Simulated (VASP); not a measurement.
# Al4Ru3 in VASP: a series of runs

The runs below take Al4Ru3 through single point, with PBE.

Everything below comes from runs of VASP 6.6.1. Logs are shortened: lines on timing, memory, paths and dates and some standing lists are left out, and cuts for length are marked.

### 1 The cell of the first run

The structure is tetragonal, space group P4/mmm (No. 123). Conventional cell: a = 5.975 Å, b = 5.975 Å, c = 2.967 Å, α = 90.00°, β = 90.00°, γ = 90.00°. Within 3.4 Å of Al (site symmetry m2m) lie 6 Ru at 2.57 to 2.58 Å and 6 Al at 2.96 to 3.01 Å. Within 3.4 Å of Ru (site symmetry mmm) lie 8 Al at 2.58 Å and 4 Ru at 2.97 to 2.99 Å. Within 3.4 Å of Ru (site symmetry 4/mmm) lie 8 Al at 2.57 Å and 6 Ru at 2.97 to 2.99 Å.

### 2 Single point, PBE

INCAR

```
PREC = Accurate
ENCUT = 520
EDIFF = 1E-7
ISMEAR = 0
SIGMA = 0.2
LREAL = F
LASPH = T
NELM = 60
ALGO = Fast
ISIF = 2
LWAVE = F
LCHARG = F
GGA = PE
NBANDS = 36
```

KPOINTS

```
Automatic mesh
0
Gamma
  8 4 4
```

POSCAR

```
Al4Ru3
1.0
    0.0000000000      0.0000000000      2.9672310736
    5.9753828895      0.0000000000      0.0000000000
    0.0000000000      5.9753828895      0.0000000000
Al Ru
4 3
Direct
    0.5000000000      0.2520050397      0.2520050397
    0.5000000000      0.7479949603      0.7479949603
    0.5000000000      0.7479949603      0.2520050397
    0.5000000000      0.2520050397      0.7479949603
    0.0000000000      0.5000000000      0.0000000000
    0.0000000000      0.0000000000      0.5000000000
    0.0000000000      0.5000000000      0.5000000000
```

Potentials or basis: VASP PAW PBE potentials, release 64 (Al, Ru_pv).

Launch:

```console
> cat potpaw_PBE.64/Al/POTCAR potpaw_PBE.64/Ru_pv/POTCAR > POTCAR
> mpirun -np 1 vasp_std > vasp.out
```

OUTCAR:

```text
PREC = Accurate
   ENCUT = 520
   EDIFF = 1E-7
   ISMEAR = 0
   LREAL = F
   LASPH = T
   NELM = 60
   ISIF = 2
   GGA = PE

 ion  position               nearest neighbor table
   1  0.500  0.252  0.252-   7 2.57   7 2.57   5 2.58   5 2.58   6 2.58   6 2.58   3 2.96   4 2.96
                             3 3.01   4 3.01
   2  0.500  0.748  0.748-   7 2.57   7 2.57   5 2.58   5 2.58   6 2.58   6 2.58   3 2.96   4 2.96
                             4 3.01   3 3.01
   3  0.500  0.748  0.252-   7 2.57   7 2.57   5 2.58   5 2.58   6 2.58   6 2.58   1 2.96   2 2.96
                             2 3.01   1 3.01
   4  0.500  0.252  0.748-   7 2.57   7 2.57   5 2.58   5 2.58   6 2.58   6 2.58   1 2.96   2 2.96
                             2 3.01   1 3.01
   5  0.000  0.500  0.000-   1 2.58   2 2.58   3 2.58   4 2.58   1 2.58   2 2.58   3 2.58   4 2.58
                             7 2.99   7 2.99
   6  0.000  0.000  0.500-   1 2.58   2 2.58   3 2.58   4 2.58   1 2.58   2 2.58   3 2.58   4 2.58
                             7 2.99   7 2.99
   7  0.000  0.500  0.500-   1 2.57   2 2.57   3 2.57   4 2.57   1 2.57   2 2.57   3 2.57   4 2.57
                             5 2.99   6 2.99   5 2.99   6 2.99

  LATTYP: Found a simple tetragonal cell.
 ALAT       =     5.9753828895
 C/A-ratio  =     0.4965758895

  Lattice vectors:

 A1 = (   5.9753828895,   0.0000000000,   0.0000000000)
 A2 = (   0.0000000000,   5.9753828895,   0.0000000000)
 A3 = (   0.0000000000,   0.0000000000,   2.9672310736)

Analysis of symmetry for initial positions (statically):
=====================================================================
 Subroutine PRICEL returns:
 Original cell was already a primitive cell.

 Routine SETGRP: Setting up the symmetry group for a
 simple tetragonal supercell.

 Subroutine GETGRP returns: Found 16 space group operations
 (whereof 16 operations were pure point group operations)
 out of a pool of 16 trial point group operations.

The static configuration has the point symmetry D_4h.

Analysis of symmetry for dynamics (positions and initial velocities):
=====================================================================
 Subroutine PRICEL returns:
 Original cell was already a primitive cell.

 Routine SETGRP: Setting up the symmetry group for a
 simple tetragonal supercell.

 Subroutine GETGRP returns: Found 16 space group operations
 (whereof 16 operations were pure point group operations)
 out of a pool of 16 trial point group operations.

The dynamic configuration has the point symmetry D_4h.

 Subroutine INISYM returns: Found 16 space group operations
 (whereof 16 operations are pure point group operations),
 and found     1 'primitive' translations

----------------------------------------------------------------------------------------

                                     Primitive cell

  volume of cell :     105.9456

  direct lattice vectors                    reciprocal lattice vectors
     0.000000000  0.000000000  2.967231074     0.000000000  0.000000000  0.337014535
     5.975382889  0.000000000  0.000000000     0.167353292  0.000000000  0.000000000
     0.000000000  5.975382889  0.000000000     0.000000000  0.167353292  0.000000000

  length of vectors
     2.967231074  5.975382889  5.975382889     0.337014535  0.167353292  0.167353292

  position of ions in fractional coordinates (direct lattice)
     0.500000000  0.252005040  0.252005040
     0.500000000  0.747994960  0.747994960
     0.500000000  0.747994960  0.252005040
     0.500000000  0.252005040  0.747994960
     0.000000000  0.500000000  0.000000000
     0.000000000  0.000000000  0.500000000
     0.000000000  0.500000000  0.500000000

  ion indices of the primitive-cell ions
   primitive index   ion index
                 1           1
                 2           2
                 3           3
                 4           4
                 5           5
                 6           6
                 7           7

----------------------------------------------------------------------------------------

 KPOINTS: Automatic mesh

Automatic generation of k-mesh.
 Grid dimensions read from file:
 generate k-points for:    8    4    4

 Generating k-lattice:

  Cartesian coordinates                     Fractional coordinates (reciprocal lattice)
     0.000000000  0.000000000  0.042126817     0.125000000  0.000000000  0.000000000
     0.041838323  0.000000000  0.000000000     0.000000000  0.250000000  0.000000000
     0.000000000  0.041838323  0.000000000     0.000000000  0.000000000  0.250000000

  Length of vectors
     0.042126817  0.041838323  0.041838323

  Shift w.r.t. Gamma in fractional coordinates (k-lattice)
     0.000000000  0.000000000  0.000000000

 Subroutine IBZKPT returns following result:
 ===========================================

 Found     30 irreducible k-points:

 Following reciprocal coordinates:
            Coordinates               Weight
  0.000000  0.000000  0.000000      1.000000
  0.125000  0.000000  0.000000      2.000000
  0.250000  0.000000  0.000000      2.000000
  0.375000  0.000000  0.000000      2.000000
  0.500000  0.000000  0.000000      1.000000
  0.000000  0.250000  0.000000      4.000000
[... 16 lines left out ...]
  0.250000  0.500000  0.250000      8.000000
  0.375000  0.500000  0.250000      8.000000
 [... further k-points ...]
   k-points           NKPTS =     30   k-points in BZ     NKDIM =     30   number of bands    NBANDS=     36
   number of dos      NEDOS =    301   number of ions     NIONS =      7
   total plane-waves  NPLWV =  55296
   dimension x,y,z NGX =    24 NGY =   48 NGZ =   48
   dimension x,y,z NGXF=    48 NGYF=   96 NGZF=   96
   ions per type =               4   3
   NGX,Y,Z   is equivalent  to a cutoff of  13.45, 13.35, 13.35 a.u.
   NGXF,Y,Z  is equivalent  to a cutoff of  26.89, 26.71, 26.71 a.u.
 SYSTEM =  unknown system
   PREC   = accura    normal or accurate (medium, high low for compatibility)
   ISTART =      0    job   : 0-new  1-cont  2-samecut
   ICHARG =      2    charge: 1-file 2-atom 10-const
   ISPIN  =      1    spin polarized calculation?
   LNONCOLLINEAR =      F non collinear calculations
   LSORBIT =      F    spin-orbit coupling
   LASPH  =      T    aspherical Exc in radial PAW
   ENCUT  =  520.0 eV  38.22 Ry    6.18 a.u.   5.52 11.11 11.11*2*pi/ulx,y,z
   NELM   =     60;   NELMIN=  2; NELMDL= -5     # of ELM steps
   EDIFF  = 0.1E-06   stopping-criterion for ELM
   LREAL  =      F    real-space projection
   EDIFFG = 0.1E-05   stopping-criterion for IOM
   NSW    =      0    number of steps for IOM
   IBRION =     -1    ionic relax: 0-MD 1-quasi-New 2-CG
   NFREE  =      0    steps in history (QN), initial steepest desc. (CG)
   ISIF   =      2    stress and relaxation
   ISYM   =      2    0-nonsym 1-usesym 2-fastsym
   POTIM  = 0.5000    time-step for ionic-motion
   TEBEG  =    0.0;   TEEND  =   0.0 temperature during run
   PSTRESS=    0.0 pullay stress
   NELECT =      54.0000    total number of electrons
   NUPDOWN=      -1.0000    fix difference up-down
   EMIN   =  10.00;   EMAX   =-10.00  energy-range for DOS
   EFERMI =   0.00;   METHOD = LEGACY
   ISMEAR =     0;   SIGMA  =   0.20  broadening in eV -4-tet -1-fermi 0-gaus
   EFERMI_NEDOS =   21; number of points for ismear=-14 and -15
   IALGO  =     68    algorithm
   IMIX   =      4    mixing-type and parameters
     AMIX     =   0.40;   BMIX     =  1.00
     AMIX_MAG =   1.60;   BMIX_MAG =  1.00
  volume/ion in A,a.u.               =      15.14       102.14
  Fermi-wavevector in a.u.,A,eV,Ry     =   1.307711  2.471216 23.267435  1.710108
  Thomas-Fermi vector in A             =   2.438427
   LORBIT       =      0    0 simple, 1 ext, 2 COOP (PROOUT), +10 PAW based schemes
   GGA     = PE    functional components
   LHFCALC =     F    Hartree Fock is set to
   AEXX    =    0.0000 exact exchange contribution
   IVDW    =     0    specifies the selected vdW correction
   LEPSILON=     F    determine dielectric tensor
   LRPA    =     F    only Hartree local field effects (RPA)
 non-spin polarized calculation
 RMM-DIIS sequential band-by-band and
 Gauss-broadening in eV      SIGMA  =   0.20
  energy-cutoff  :      520.00
  volume of cell :      105.95
 maximum number of plane-waves:      2880
 NGX is ok and might be reduce to    24
   NGX = 11   NGY = 23   NGZ = 23

 number of electron      53.9999986 magnetization

 Free energy of the ion-electron system (eV)
  ---------------------------------------------------
  ext. energy  EPLUGINS =         0.00000000
  ---------------------------------------------------
  free energy    TOTEN  =       -46.75762953 eV

  energy without entropy =      -46.67653820  energy(sigma->0) =      -46.71708387

 E-fermi :   9.0212     XC(G=0): -11.5792

 val. band max:        9.0101019764   @ k =   0.1250   0.5000   0.0000
 cond. band min:       9.0346061639   @ k =   0.0000   0.5000   0.2500
 fundamental gap:      0.0245041874
 Fermi energy:         9.0212434997

 k-point     1 :       0.0000    0.0000    0.0000
  band No.  band energies     occupation
      1     -32.9219      2.00000
      2     -32.9219      2.00000
      3     -32.7865      2.00000
      4     -32.7854      2.00000
      5     -32.7633      2.00000
      6     -32.7633      2.00000
[... 28 lines left out ...]
     35      15.3639      0.00000
     36      15.5601      0.00000

 k-point     2 :       0.1250    0.0000    0.0000
  band No.  band energies     occupation
      1     -32.9179      2.00000
      2     -32.9179      2.00000
      3     -32.8193      2.00000
      4     -32.8177      2.00000
      5     -32.7599      2.00000
      6     -32.7599      2.00000
[... 28 lines left out ...]
     35      15.8244      0.00000
     36      15.8244      0.00000
[... 817 lines left out ...]
     35      14.6043      0.00000
     36      14.7814      0.00000

 k-point    24 :       0.3750    0.5000    0.2500
  band No.  band energies     occupation
      1     -32.9733      2.00000
      2     -32.9727      2.00000
      3     -32.8712      2.00000
      4     -32.8389      2.00000
      5     -32.8263      2.00000
      6     -32.7602      2.00000
[... 28 lines left out ...]
     35      14.6567      0.00000
     36      14.8550      0.00000

 [... further k-points ...]

------------------------ aborting loop because EDIFF is reached ----------------------------------------

  FORCE on cell =-STRESS in cart. coord.  units (eV):
  Direction    XX          YY          ZZ          XY          YZ          ZX
  --------------------------------------------------------------------------------------
  -------------------------------------------------------------------------------------
  Total        0.1636989      0.1636989     -0.1465586      0.0000000      0.0000000      0.0000000
  in kB        2.4755595      2.4755595     -2.2163534      0.0000000      0.0000000      0.0000000
  external PRESSURE =       0.9115885 kB  Pullay stress =       0.0000000 kB

 VOLUME and BASIS-vectors are now :
 -----------------------------------------------------------------------------
  energy-cutoff  :      520.00
  volume of cell :      105.95
      direct lattice vectors                 reciprocal lattice vectors
     0.000000000  0.000000000  2.967231074     0.000000000  0.000000000  0.337014535
     5.975382889  0.000000000  0.000000000     0.167353292  0.000000000  0.000000000
     0.000000000  5.975382889  0.000000000     0.000000000  0.167353292  0.000000000

 POSITION                                       TOTAL-FORCE (eV/Angst)
 -----------------------------------------------------------------------------------
      1.50583      1.50583      1.48362         0.051016      0.051016      0.000000
      4.46956      4.46956      1.48362        -0.051016     -0.051016     -0.000000
      4.46956      1.50583      1.48362        -0.051016      0.051016      0.000000
      1.50583      4.46956      1.48362         0.051016     -0.051016     -0.000000
      2.98769      0.00000      0.00000        -0.000000     -0.000000      0.000000
      0.00000      2.98769      0.00000        -0.000000     -0.000000      0.000000
      2.98769      2.98769      0.00000        -0.000000     -0.000000      0.000000
 -----------------------------------------------------------------------------------
    total drift:                                0.000000      0.000000      0.000000

  FREE ENERGIE OF THE ION-ELECTRON SYSTEM (eV)
  ---------------------------------------------------
  free  energy   TOTEN  =       -46.7576295336 eV

  energy  without entropy=      -46.6765381991  energy(sigma->0) =      -46.71708387
```

Wall time 3.2 min (1 thread of Intel Xeon Platinum 8375C at 2.90GHz (Ice Lake), shared host); peak memory 0.27 GiB.

Results:

```yaml
Free_energy: -46.7576 eV
Pressure: 0.1 GPa
Largest_force: 0.072 eV/Å
Band_gap_on_the_k_mesh: zero (bands 27 and 28 overlap by 2.30 eV)
```

Forces on the atoms (eV/Å):
```
Al   0.051  0.051  0.000
Al  -0.051 -0.051  0.000
Al  -0.051  0.051  0.000
Al   0.051 -0.051  0.000
Ru   0.000  0.000  0.000
Ru   0.000  0.000  0.000
Ru   0.000  0.000  0.000
```

Levels at points of the mesh, in eV from the Fermi level:
```tsv
k point	band 24	band 25	band 26	band 27	band 28	band 29	band 30	band 31
(0.00, 0.00, 0.00)	-1.13	-0.54	-0.54	-0.50	0.33	0.33	1.69	1.91
(0.50, 0.00, 0.00)	-1.13	-0.85	-0.57	-0.12	1.59	1.66	2.27	2.86
(0.00, 0.50, 0.00)	-0.78	-0.75	-0.68	-0.58	-0.40	0.32	2.20	2.37
(0.50, 0.50, 0.00)	-1.14	-0.43	0.74	1.40	1.49	1.63	2.30	2.40
(0.00, 0.50, 0.50)	-0.69	-0.61	-0.61	-0.55	-0.47	0.81	3.15	3.50
(0.50, 0.50, 0.50)	-1.02	-0.95	-0.95	0.17	0.69	1.45	2.23	2.54
```

### 3 Single point, PBE

INCAR

```
SYSTEM = Al4Ru3
  ALGO = Fast
  EDIFF = 1E-7
  ENCUT = 520
  GGA = PE
  ISIF = 2
  ISMEAR = 0
  LASPH = .True.
  LCHARG = .False.
  LREAL = .False.
  LWAVE = .False.
  NBANDS = 36
  NELM = 80
  PREC = Accurate
  SIGMA = 0.1
```

KPOINTS

```
k-points
0
Gamma
  6 6 10
  0 0 0
```

POSCAR

```
Al4Ru3
1.0
    5.9753828895      0.0000000000      0.0000000000
    0.0000000000      5.9753828895      0.0000000000
    0.0000000000      0.0000000000      2.9672310736
Al Ru
4 3
Direct
    0.2520050397      0.2520050397      0.5000000000
    0.7479949603      0.7479949603      0.5000000000
    0.7479949603      0.2520050397      0.5000000000
    0.2520050397      0.7479949603      0.5000000000
    0.5000000000      0.0000000000      0.0000000000
    0.0000000000      0.5000000000      0.0000000000
    0.5000000000      0.5000000000      0.0000000000
```

Potentials or basis: VASP PAW PBE potentials, release 64 (Al, Ru_pv).

Launch:

```console
> cat potpaw_PBE.64/Al/POTCAR potpaw_PBE.64/Ru_pv/POTCAR > POTCAR
> mpirun -np 1 vasp_std > vasp.out
```

It took 6.5 min on 1 thread of Intel Xeon Platinum 8375C at 2.90GHz (Ice Lake), shared host; peak memory 0.34 GiB.

It converged, with:

```yaml
Free_energy: -46.7396 eV
Pressure: 0.0 GPa
Largest_force: 0.005 eV/Å
Band_gap_on_the_k_mesh: zero (bands 27 and 28 overlap by 2.35 eV)
```

Forces in eV/Å, atoms in the order of the input:
```
Al  -0.003 -0.003  0.000
Al   0.003  0.003  0.000
Al   0.003 -0.003  0.000
Al  -0.003  0.003  0.000
Ru   0.000  0.000  0.000
Ru   0.000  0.000  0.000
Ru   0.000  0.000  0.000
```

Levels at points of the mesh, in eV from the Fermi level:
| k point | band 24 | band 25 | band 26 | band 27 | band 28 | band 29 | band 30 | band 31 |
| --- | --- | --- | --- | --- | --- | --- | --- | --- |
| (0.00, 0.00, 0.00) | -1.13 | -0.54 | -0.54 | -0.52 | 0.32 | 0.32 | 1.70 | 1.89 |
| (0.50, 0.00, 0.00) | -0.79 | -0.74 | -0.68 | -0.57 | -0.41 | 0.31 | 2.18 | 2.37 |
| (0.50, 0.50, 0.00) | -0.68 | -0.64 | -0.64 | -0.55 | -0.46 | 0.82 | 3.15 | 3.49 |
| (0.00, 0.00, 0.50) | -1.13 | -0.84 | -0.56 | -0.14 | 1.58 | 1.65 | 2.27 | 2.86 |
| (0.50, 0.00, 0.50) | -1.14 | -0.44 | 0.74 | 1.39 | 1.50 | 1.62 | 2.29 | 2.41 |
| (0.50, 0.50, 0.50) | -1.02 | -0.95 | -0.95 | 0.17 | 0.68 | 1.47 | 2.21 | 2.54 |

[end of part 1 of 2]
